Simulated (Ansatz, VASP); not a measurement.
**One calculation of TiPt3, two programs**

```
Ti Pt
1.0
     0.00000    4.09259    4.09259
     4.09259    0.00000    4.09259
     4.09259    4.09259    0.00000
Ti Pt
2 6
Direct
  0.00000 0.00000 0.00000
  0.50000 0.50000 0.50000
  0.25445 0.74555 0.74555
  0.74555 0.25445 0.25445
  0.74555 0.25445 0.74555
  0.25445 0.74555 0.25445
  0.74555 0.74555 0.25445
  0.25445 0.25445 0.74555
```

Alike in both runs: task single point; functional PBE; k mesh 4 × 4 × 4; occupations gaussian, width 0.1 eV; no spin polarisation.

|  | VASP | Ansatz |
| --- | --- | --- |
| version | VASP 6.6.1 | Ansatz 0.2.0 |
| potentials or method | VASP PAW PBE potentials, release 64 (Ti_sv, Pt), cutoff 520 eV | scalar-relativistic, plane waves, PAW |
| valence electrons in the cell | 84 | 132 |

```tsv
	VASP	Ansatz	Ansatz less VASP
gap on the k mesh at the Fermi level (eV)	none	none	-
rms of the force components (eV/Å)	1.659	1.655	-0.0032
```

Atom by atom the forces differ by 0.003 eV/Å (rms over components). A gap of «none» marks a metal or a gap that the smearing closes. VASP's potentials hold 84 valence electrons a cell and Ansatz's 132, so a difference there can come from the potentials and not from the codes.

Neither program's run includes spin-orbit coupling.
